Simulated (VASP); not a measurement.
Input of a VASP 6.6.1 run:

File INCAR:

```
SYSTEM = Tc
PREC = Accurate ; ENCUT = 520
EDIFF = 1E-6 ; ISMEAR = -1
SIGMA = 0.05 ; LREAL = .False.
LASPH = .True. ; NELM = 60
ALGO = Normal ; ISIF = 2
LWAVE = .False. ; LCHARG = .True.
GGA = PS ; LELF = .True.
LVHAR = .True. ; NBANDS = 34
```

File KPOINTS:

```
regular mesh
0
Gamma
  11 11 3
  0 0 0
```

File POSCAR:

```
Tc
1.0
    2.7023324377      0.0000000000      0.0000000000
   -1.3511662188      2.3402885405      0.0000000000
    0.0000000000      0.0000000000      8.6511606616
Tc
4
Direct
    0.6666666667      0.3333333333      0.7500000000
    0.0000000000      0.0000000000      0.5000000000
    0.3333333333      0.6666666667      0.2500000000
    0.0000000000      0.0000000000      0.0000000000
```

Potentials or basis: VASP PAW PBE potentials, release 64 (Tc_pv).

Command:

```sh
$ cat potpaw_PBE.64/Tc_pv/POTCAR > POTCAR
$ mpirun -np 1 vasp_std > vasp.out
```

(1) Estimate the pressure.

(2) Estimate the band gap on the k mesh.

Answers

(1) 7.6 GPa.

(2) zero (bands 26 and 27 overlap by 3.09 eV).

Caveat: the cell stands under pressure; the PAW data sets were made with another functional, which shifts forces and pressure a little.
